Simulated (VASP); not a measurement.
# In2O3 (R-3c) in VASP: further runs

The runs below take In2O3 through single point, relaxation of cell and atoms, with PBEsol.

All numbers are computed with VASP 6.6.1; they aren't measurements. Logs are shortened: lines on timing, memory, paths and dates and some standing lists are left out, and cuts for length are marked.

**1. The cell of the first run**

It takes space group R-3c (No. 167, trigonal). The conventional cell has a = 5.512 Å, b = 5.512 Å, c = 14.534 Å, α = 90.00°, β = 90.00°, γ = 120.00°. In (site symmetry 3) has 6 O at 2.13 to 2.26 Å within 2.8 Å. O (site symmetry 2) has 4 In at 2.13 to 2.26 Å within 2.8 Å.

**2. Single point, PBEsol**

File INCAR:

```
PREC = Accurate
ENCUT = 520
EDIFF = 1E-6
ISMEAR = 0
SIGMA = 0.05
LREAL = False
LASPH = True
NELM = 100
ALGO = Normal
ISIF = 2
LWAVE = False
LCHARG = False
GGA = PS
NBANDS = 55
```

File KPOINTS:

```
Automatic mesh
0
Gamma
  6 6 6
```

File POSCAR:

```
In2O3
1.0
    2.7559971599      1.5911757021      4.8445282397
   -2.7559971599      1.5911757021      4.8445282397
    0.0000000000     -3.1823514043      4.8445282397
In O
4 6
Direct
    0.3574536553      0.3574536553      0.3574536553
    0.1425463447      0.1425463447      0.1425463447
    0.6425463447      0.6425463447      0.6425463447
    0.8574536553      0.8574536553      0.8574536553
    0.5458387896      0.9541612104      0.2500000000
    0.2500000000      0.5458387896      0.9541612104
    0.9541612104      0.2500000000      0.5458387896
    0.4541612104      0.0458387896      0.7500000000
    0.7500000000      0.4541612104      0.0458387896
    0.0458387896      0.7500000000      0.4541612104
```

Potentials or basis: VASP PAW PBE potentials, release 64 (In_d, O).

Launch:

```sh
$ cat potpaw_PBE.64/In_d/POTCAR potpaw_PBE.64/O/POTCAR > POTCAR
$ mpirun -np 1 vasp_std > vasp.out
```

OUTCAR:

```text
PREC = Accurate
   ENCUT = 520
   EDIFF = 1E-6
   ISMEAR = 0
   LREAL = False
   LASPH = True
   NELM = 100
   ISIF = 2
   GGA = PS

 ion  position               nearest neighbor table
   1  0.357  0.357  0.357-   9 2.13   8 2.13  10 2.13   7 2.26   6 2.26   5 2.26   2 3.12   3 3.26
                             3 3.26   3 3.26   2 3.62   2 3.62   2 3.62   4 4.00   4 4.00   4 4.00
   2  0.143  0.143  0.143-  10 2.13   8 2.13   9 2.13   6 2.26   7 2.26   5 2.26   1 3.12   4 3.26
                             4 3.26   4 3.26   1 3.62   1 3.62   1 3.62   3 4.00   3 4.00   3 4.00
   3  0.643  0.643  0.643-   6 2.13   5 2.13   7 2.13  10 2.26   9 2.26   8 2.26   4 3.12   1 3.26
                             1 3.26   1 3.26   4 3.62   4 3.62   4 3.62   2 4.00   2 4.00   2 4.00
   4  0.857  0.857  0.857-   7 2.13   5 2.13   6 2.13   9 2.26  10 2.26   8 2.26   3 3.12   2 3.26
                             2 3.26   2 3.26   3 3.62   3 3.62   3 3.62   1 4.00   1 4.00   1 4.00
   5  0.546  0.954  0.250-   3 2.13   4 2.13   1 2.26   2 2.26
   6  0.250  0.546  0.954-   3 2.13   4 2.13   2 2.26   1 2.26
   7  0.954  0.250  0.546-   4 2.13   3 2.13   1 2.26   2 2.26
   8  0.454  0.046  0.750-   1 2.13   2 2.13   3 2.26   4 2.26
   9  0.750  0.454  0.046-   1 2.13   2 2.13   4 2.26   3 2.26
  10  0.046  0.750  0.454-   2 2.13   1 2.13   3 2.26   4 2.26

  LATTYP: Found a trigonal (rhomboedric) cell.
 ALAT       =     5.7962759014
 COS(alpha) =     0.5478428239

  Lattice vectors:

 A1 = (   2.7559971599,   1.5911757021,   4.8445282397)
 A2 = (  -2.7559971599,   1.5911757021,   4.8445282397)
 A3 = (   0.0000000000,  -3.1823514043,   4.8445282397)

Analysis of symmetry for initial positions (statically):
=====================================================================
 Subroutine PRICEL returns:
 Original cell was already a primitive cell.

 Routine SETGRP: Setting up the symmetry group for a
 trigonal (rhombohedral) supercell.

 Subroutine GETGRP returns: Found 12 space group operations
 (whereof  6 operations were pure point group operations)
 out of a pool of 12 trial point group operations.

The static configuration has the point symmetry S_6 .
 The point group associated with its full space group is D_3d.

Analysis of symmetry for dynamics (positions and initial velocities):
=====================================================================
 Subroutine PRICEL returns:
 Original cell was already a primitive cell.

 Routine SETGRP: Setting up the symmetry group for a
 trigonal (rhombohedral) supercell.

 Subroutine GETGRP returns: Found 12 space group operations
 (whereof  6 operations were pure point group operations)
 out of a pool of 12 trial point group operations.

The dynamic configuration has the point symmetry S_6 .
 The point group associated with its full space group is D_3d.

 Subroutine INISYM returns: Found 12 space group operations
 (whereof  6 operations are pure point group operations),
 and found     1 'primitive' translations

----------------------------------------------------------------------------------------

                                     Primitive cell

  volume of cell :     127.4676

  direct lattice vectors                    reciprocal lattice vectors
     2.755997160  1.591175702  4.844528240     0.181422538  0.104744351  0.068806149
    -2.755997160  1.591175702  4.844528240    -0.181422538  0.104744351  0.068806149
     0.000000000 -3.182351404  4.844528240     0.000000000 -0.209488703  0.068806149

  length of vectors
     5.796275901  5.796275901  5.796275901     0.220498986  0.220498986  0.220498986

  position of ions in fractional coordinates (direct lattice)
     0.357453655  0.357453655  0.357453655
     0.142546345  0.142546345  0.142546345
     0.642546345  0.642546345  0.642546345
     0.857453655  0.857453655  0.857453655
     0.545838790  0.954161210  0.250000000
     0.250000000  0.545838790  0.954161210
     0.954161210  0.250000000  0.545838790
     0.454161210  0.045838790  0.750000000
     0.750000000  0.454161210  0.045838790
     0.045838790  0.750000000  0.454161210

  ion indices of the primitive-cell ions
   primitive index   ion index
                 1           1
                 2           2
                 3           3
                 4           4
                 5           5
                 6           6
                 7           7
                 8           8
                 9           9
                10          10

----------------------------------------------------------------------------------------

 KPOINTS: Automatic mesh

Automatic generation of k-mesh.
 Grid dimensions read from file:
 generate k-points for:    6    6    6

 Generating k-lattice:

  Cartesian coordinates                     Fractional coordinates (reciprocal lattice)
     0.030237090  0.017457392  0.011467692     0.166666667  0.000000000 -0.000000000
[... 45 lines left out ...]
   LREAL  =      F    real-space projection
   EDIFFG = 0.1E-04   stopping-criterion for IOM
   NSW    =      0    number of steps for IOM
   IBRION =     -1    ionic relax: 0-MD 1-quasi-New 2-CG
   NFREE  =      0    steps in history (QN), initial steepest desc. (CG)
   ISIF   =      2    stress and relaxation
   ISYM   =      2    0-nonsym 1-usesym 2-fastsym
   POTIM  = 0.5000    time-step for ionic-motion
   TEBEG  =    0.0;   TEEND  =   0.0 temperature during run
   PSTRESS=    0.0 pullay stress
   NELECT =      88.0000    total number of electrons
   NUPDOWN=      -1.0000    fix difference up-down
   EMIN   =  10.00;   EMAX   =-10.00  energy-range for DOS
   EFERMI =   0.00;   METHOD = LEGACY
   ISMEAR =     0;   SIGMA  =   0.05  broadening in eV -4-tet -1-fermi 0-gaus
   EFERMI_NEDOS =   21; number of points for ismear=-14 and -15
   IALGO  =     38    algorithm
   IMIX   =      4    mixing-type and parameters
     AMIX     =   0.40;   BMIX     =  1.00
     AMIX_MAG =   1.60;   BMIX_MAG =  1.00
  volume/ion in A,a.u.               =      12.75        86.02
  Fermi-wavevector in a.u.,A,eV,Ry     =   1.446891  2.734228 28.483712  2.093494
  Thomas-Fermi vector in A             =   2.564908
   LORBIT       =      0    0 simple, 1 ext, 2 COOP (PROOUT), +10 PAW based schemes
   GGA     = PS    functional components
   LHFCALC =     F    Hartree Fock is set to
   AEXX    =    0.0000 exact exchange contribution
   IVDW    =     0    specifies the selected vdW correction
   LEPSILON=     F    determine dielectric tensor
   LRPA    =     F    only Hartree local field effects (RPA)
 non-spin polarized calculation
 Gauss-broadening in eV      SIGMA  =   0.05
  energy-cutoff  :      520.00
  volume of cell :      127.47
 maximum number of plane-waves:      3452
 NGX is ok and might be reduce to    48
   NGX = 21   NGY = 21   NGZ = 21

 number of electron      88.0000015 magnetization

 Free energy of the ion-electron system (eV)
  ---------------------------------------------------
  ext. energy  EPLUGINS =         0.00000000
  ---------------------------------------------------
  free energy    TOTEN  =       -59.38965431 eV

  energy without entropy =      -59.38965431  energy(sigma->0) =      -59.38965431

 E-fermi :   5.6025     XC(G=0): -11.4531

 val. band max:        5.3550658591   @ k =   0.3333  -0.0000   0.0000
 cond. band min:       6.4658761215   @ k =   0.0000   0.0000   0.0000
 fundamental gap:      1.1108102624
 Fermi energy:         5.6024756662

 k-point     1 :       0.0000    0.0000    0.0000
  band No.  band energies     occupation
      1     -12.1870      2.00000
      2     -11.2763      2.00000
      3     -11.2763      2.00000
      4     -11.0658      2.00000
      5     -11.0658      2.00000
      6     -10.9794      2.00000
[... 47 lines left out ...]
     54      15.0444      0.00000
     55      15.6586      0.00000

 k-point     2 :       0.1667    0.0000    0.0000
  band No.  band energies     occupation
      1     -12.1095      2.00000
      2     -11.2676      2.00000
      3     -11.2614      2.00000
      4     -11.1368      2.00000
      5     -11.0823      2.00000
      6     -11.0044      2.00000
[... 1268 lines left out ...]
 k-point    24 :      -0.3333    0.5000    0.1667
  band No.  band energies     occupation
      1     -11.6659      2.00000
      2     -11.5172      2.00000
      3     -11.2947      2.00000
      4     -11.2245      2.00000
      5     -11.1142      2.00000
      6     -11.0166      2.00000
[... 47 lines left out ...]
     54      15.7501      0.00000
     55      16.4290      0.00000

 [... further k-points ...]
[... 5 lines left out ...]
  --------------------------------------------------------------------------------------
  -------------------------------------------------------------------------------------
  Total        0.4839226      0.4839226      0.3712667     -0.0000000     -0.0000000      0.0000000
  in kB        6.0825657      6.0825657      4.6665607     -0.0000000     -0.0000000      0.0000000
  external PRESSURE =       5.6105640 kB  Pullay stress =       0.0000000 kB

 VOLUME and BASIS-vectors are now :
 -----------------------------------------------------------------------------
  energy-cutoff  :      520.00
  volume of cell :      127.47
      direct lattice vectors                 reciprocal lattice vectors
     2.755997160  1.591175702  4.844528240     0.181422538  0.104744351  0.068806149
    -2.755997160  1.591175702  4.844528240    -0.181422538  0.104744351  0.068806149
     0.000000000 -3.182351404  4.844528240     0.000000000 -0.209488703  0.068806149

 POSITION                                       TOTAL-FORCE (eV/Angst)
 -----------------------------------------------------------------------------------
      0.00000     -0.00000      5.19508         0.000000      0.000000     -0.000607
      0.00000     -0.00000      2.07171         0.000000     -0.000000      0.000607
      0.00000     -0.00000      9.33850         0.000000     -0.000000      0.000607
      0.00000     -0.00000     12.46188         0.000000      0.000000     -0.000607
     -1.12534      1.59118      8.47792        -0.003838      0.000000      0.000000
     -0.81533     -1.77016      8.47792         0.001919     -0.003324      0.000000
      1.94067      0.17898      8.47792         0.001919      0.003324      0.000000
      1.12534     -1.59118      6.05566         0.003838      0.000000      0.000000
      0.81533      1.77016      6.05566        -0.001919      0.003324      0.000000
     -1.94067     -0.17898      6.05566        -0.001919     -0.003324      0.000000
 -----------------------------------------------------------------------------------
    total drift:                               -0.000000     -0.000000      0.000000

  FREE ENERGIE OF THE ION-ELECTRON SYSTEM (eV)
  ---------------------------------------------------
  free  energy   TOTEN  =       -59.3896543123 eV

  energy  without entropy=      -59.3896543123  energy(sigma->0) =      -59.38965431
```

It took 6.9 min on 1 thread of Intel Xeon Platinum 8488C (Sapphire Rapids), shared host; peak memory 0.4 GiB.

Results:

```
Free energy            : -59.3897 eV
Pressure               : 0.6 GPa
Largest force          : 0.004 eV/Å
Band gap on the k mesh : 1.11 eV, indirect (least direct gap 1.16 eV)
```

Forces on the atoms (eV/Å):
```
In   0.000  0.000 -0.001
In   0.000  0.000  0.001
In   0.000  0.000  0.001
In   0.000  0.000 -0.001
O   -0.004  0.000  0.000
O    0.002 -0.003  0.000
O    0.002  0.003  0.000
O    0.004  0.000  0.000
O   -0.002  0.003  0.000
O   -0.002 -0.003  0.000
```

Stress tensor (GPa, compression positive):
```
0.61 0.00 0.00
0.00 0.61 0.00
0.00 0.00 0.47
```

Caveat: the PAW data sets were made with another functional, which shifts forces and pressure a little; spin-orbit coupling is left out, which moves the levels of the heavy elements. A hybrid or GW would open this gap; PBEsol tends to underestimate it.

**3. Single point, PBEsol**

File INCAR:

```
PREC     = Accurate       # precision mode
ENCUT    = 520            # plane-wave cutoff, eV
EDIFF    = 1E-7           # SCF threshold, eV
ISMEAR   = 0              # smearing method
SIGMA    = 0.02           # smearing width, eV
LREAL    = F              # projectors in reciprocal space
LASPH    = T              # aspherical terms in the spheres
NELM     = 100            # most SCF steps
ALGO     = Normal         # electronic algorithm
ISIF     = 2              # what is computed and relaxed
LWAVE    = F              # write WAVECAR
LCHARG   = F              # write CHGCAR
GGA      = PS             # functional
NBANDS   = 55             # bands
```

File KPOINTS:

```
regular mesh
0
Gamma
  6 6 6
```

POSCAR is that of step 2.

Potentials or basis: VASP PAW PBE potentials, release 64 (In_d, O).

Launch:

```sh
$ cat potpaw_PBE.64/In_d/POTCAR potpaw_PBE.64/O/POTCAR > POTCAR
$ mpirun -np 1 vasp_std > vasp.out
```

Run time: 7.3 min. Hardware: 1 thread of Intel Xeon Platinum 8488C (Sapphire Rapids), shared host; peak memory 0.39 GiB.

The run converged. Its results:

* Free energy: -59.3897 eV
* Pressure: 0.6 GPa
* Largest force: 0.004 eV/Å
* Band gap on the k mesh: 1.11 eV, indirect (least direct gap 1.16 eV)

Forces on the atoms (eV/Å):
```
In   0.000  0.000  0.000
In   0.000  0.000  0.000
In   0.000  0.000  0.000
In   0.000  0.000  0.000
O   -0.004  0.000  0.000
O    0.002 -0.003  0.000
O    0.002  0.003  0.000
O    0.004  0.000  0.000
O   -0.002  0.003  0.000
O   -0.002 -0.003  0.000
```

Stress tensor (GPa, compression positive):
```
0.61 0.00 0.00
0.00 0.61 0.00
0.00 0.00 0.47
```

Levels at points of the mesh, in eV from the valence-band top:
| k point | band 42 | band 43 | band 44 | band 45 | band 46 | band 47 |
| --- | --- | --- | --- | --- | --- | --- |
| (0.00, 0.00, 0.00) | -0.26 | -0.05 | -0.05 | 1.11 | 5.35 | 6.11 |
| (0.50, 0.00, 0.00) | -0.74 | -0.06 | -0.06 | 4.82 | 4.82 | 5.73 |
| (0.50, 0.50, 0.00) | -0.34 | -0.09 | -0.04 | 5.04 | 5.38 | 6.33 |
| (0.50, 0.50, 0.50) | -0.20 | -0.20 | -0.20 | 4.26 | 4.26 | 7.02 |

Caveat: the PAW data sets were made with another functional, which shifts forces and pressure a little; spin-orbit coupling is left out, which moves the levels of the heavy elements. A k mesh can miss the band edges.

**4. Relaxation of cell and atoms, PBEsol**

This run uses another cell than the first one, of 12.61 Å³/atom, 0.989 times its volume.

File INCAR:

```
ALGO = Normal
EDIFF = 1E-6
EDIFFG = -0.005
ENCUT = 600
GGA = PS
IBRION = 2
ISIF = 3
ISMEAR = 0
LASPH = True
LCHARG = False
LREAL = False
LWAVE = False
NELM = 100
NSW = 100
PREC = Accurate
SIGMA = 0.02
```

File KPOINTS:

```
k-points
0
Gamma
  6 6 6
```

File POSCAR:

```
In2O3
1.0
    2.7434996989      1.5839602897      4.8366700000
   -2.7434996989      1.5839602897      4.8366700000
    0.0000000000     -3.1679205794      4.8366700000
In O
4 6
Direct
    0.3573100000      0.3573100000      0.3573100000
    0.1426900000      0.1426900000      0.1426900000
    0.6426900000      0.6426900000      0.6426900000
    0.8573100000      0.8573100000      0.8573100000
    0.5480000000      0.9520000000      0.2500000000
    0.2500000000      0.5480000000      0.9520000000
    0.9520000000      0.2500000000      0.5480000000
    0.4520000000      0.0480000000      0.7500000000
    0.7500000000      0.4520000000      0.0480000000
    0.0480000000      0.7500000000      0.4520000000
```

Launch:

```sh
$ cat potpaw_PBE.64/In_d/POTCAR potpaw_PBE.64/O/POTCAR > POTCAR
$ mpirun -np 1 vasp_std > vasp.out
```

Run time: 38 min. Hardware: 1 thread of Intel Xeon Platinum 8488C (Sapphire Rapids), shared host; peak memory 0.46 GiB.

It converged, with:

```yaml
Free_energy: -59.3998 eV
Relaxed_volume: 12.78 Å³/atom
Relaxed_cell: a = 5.801 Å, b = 5.801 Å, c = 5.801 Å, α = 56.78°, β = 56.78°, γ = 56.78°
Space_group_after_relaxing_to_0.05_Å: R-3c (No. 167)
Energy_gained_by_relaxing: 2.0 meV/atom
Ionic_steps: 11
Pressure_after_relaxing: 0.0 GPa
Band_gap_on_the_k_mesh: 1.09 eV, indirect (least direct gap 1.15 eV)
```

The path:
```csv
step,energy change (eV),largest force (eV/Å),pressure (GPa),volume (Å³)
1,0.0000,0.1667,2.47,126.11
2,-0.0048,0.0314,-2.34,129.69
3,-0.0174,0.0905,-0.24,128.01
4,-0.0190,0.0289,-0.03,127.87
5,-0.0191,0.0449,0.03,127.82
6,-0.0191,0.0412,0.04,127.83
7,-0.0194,0.0210,-0.01,127.86
8,-0.0195,0.0089,-0.06,127.88
9,-0.0195,0.0041,0.05,127.79
10,-0.0195,0.0026,0.05,127.78
11,-0.0195,0.0018,0.03,127.79
```

Final structure:
```cif
data_structure
_symmetry_space_group_name_H-M 'P 1'
_symmetry_Int_Tables_number 1
_cell_length_a 5.8014
_cell_length_b 5.8014
_cell_length_c 5.8014
_cell_angle_alpha 56.775
_cell_angle_beta 56.775
_cell_angle_gamma 56.775
_cell_volume 127.79
loop_
_atom_site_label
_atom_site_type_symbol
_atom_site_fract_x
_atom_site_fract_y
_atom_site_fract_z
_atom_site_occupancy
In1 In 0.35741 0.35741 0.35741 1
In2 In 0.14259 0.14259 0.14259 1
In3 In 0.64259 0.64259 0.64259 1
In4 In 0.85741 0.85741 0.85741 1
O1 O 0.54584 0.95416 0.25000 1
O2 O 0.25000 0.54584 0.95416 1
O3 O 0.95416 0.25000 0.54584 1
O4 O 0.45416 0.04584 0.75000 1
O5 O 0.75000 0.45416 0.04584 1
O6 O 0.04584 0.75000 0.45416 1
```

Levels at points of the mesh, in eV from the valence-band top:
| k point | band 41 | band 42 | band 43 | band 44 | band 45 | band 46 | band 47 | band 48 |
| --- | --- | --- | --- | --- | --- | --- | --- | --- |
| (0.00, 0.00, 0.00) | -0.26 | -0.26 | -0.05 | -0.05 | 1.09 | 5.34 | 6.08 | 7.09 |
| (0.50, 0.00, 0.00) | -0.74 | -0.74 | -0.06 | -0.06 | 4.80 | 4.80 | 5.71 | 5.71 |
| (0.50, 0.50, 0.00) | -0.56 | -0.34 | -0.09 | -0.04 | 5.02 | 5.36 | 6.31 | 6.35 |
| (0.50, 0.50, 0.50) | -0.20 | -0.20 | -0.20 | -0.20 | 4.25 | 4.25 | 7.00 | 7.00 |

Caveat: the PAW data sets were made with another functional, which shifts forces and pressure a little; spin-orbit coupling is left out, which moves the levels of the heavy elements. A k mesh can miss the band edges.

**5. The runs side by side**

| task | cell | cutoff (eV) | smearing | gap on the mesh (eV) | pressure (GPa) |
| --- | --- | --- | --- | --- | --- |
| single point | a = 5.796 Å, angles 56.8°, 10 atoms | 520 | gaussian 0.05 eV | 1.11 | 0.6 |
| single point | a = 5.796 Å, angles 56.8°, 10 atoms | 520 | gaussian 0.02 eV | 1.11 | 0.6 |
| relaxation of cell and atoms | relaxed from a = 5.782 Å, angles 56.7°, 10 atoms | 600 | gaussian 0.02 eV | 1.09 | 0.0 |

Alike in all rows: level PBEsol; potentials or basis VASP PAW PBE potentials, release 64 (In_d, O); no spin polarisation; k mesh 6 × 6 × 6.

Caveats: the PAW data sets were made with another functional, which shifts forces and pressure a little; spin-orbit coupling is left out, which moves the levels of the heavy elements.

Total energies depend on the potentials used, so only differences within one code and one set of settings carry meaning.
